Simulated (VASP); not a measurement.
Wanted: the native input for a VASP 6.6.1 run.

* Task: relaxation of cell and atoms
* Functional: PBE
* Potentials or basis: VASP PAW PBE potentials, release 64 (Au)
* Cutoff: 600 eV
* k mesh: 18 × 18 × 18
* Occupations: gaussian, width 0.1 eV
* Spin: no spin polarisation
* Dipole correction: no
* Further INCAR settings: ALGO = Fast; EDIFF = 1e-06; IBRION = 2; EDIFFG = -0.005; NSW = 100; ISIF = 3

The structure of Au lies in POSCAR:

```
Au
1.0
    0.0000000000      2.0826515429      2.0826515429
    2.0826515429      0.0000000000      2.0826515429
    2.0826515429      2.0826515429      0.0000000000
Au
1
Direct
    0.0000000000      0.0000000000      0.0000000000
```

The input as run:

INCAR

```
PREC = Accurate
ENCUT = 600
EDIFF = 1E-6
ISMEAR = 0
SIGMA = 0.1
LREAL = False
LASPH = True
NELM = 100
ALGO = Fast
ISIF = 3
LWAVE = False
LCHARG = False
GGA = PE
IBRION = 2
NSW = 100
EDIFFG = -0.005
```

KPOINTS

```
Automatic mesh
0
Gamma
  18 18 18
```

Potentials or basis: VASP PAW PBE potentials, release 64 (Au).

Command:

```console
$ cat potpaw_PBE.64/Au/POTCAR > POTCAR
$ mpirun -np 1 vasp_std > vasp.out
```

Results of the run:

* Relaxed volume: 17.95 Å³/atom
* Relaxed cell: a = 2.939 Å, b = 2.939 Å, c = 2.939 Å, α = 60.00°, β = 60.00°, γ = 60.00°
* Space group after relaxing (to 0.05 Å): Fm-3m (No. 225)
* Energy gained by relaxing: 0.3 meV/atom
* Ionic steps: 3
* Pressure after relaxing: 0.0 GPa

Run time: 37 s on 1 thread of Intel(R) Xeon(R) Platinum 8375C CPU @ 2.90GHz (Ice Lake), with other jobs on the host, peak memory 0.17 GiB.
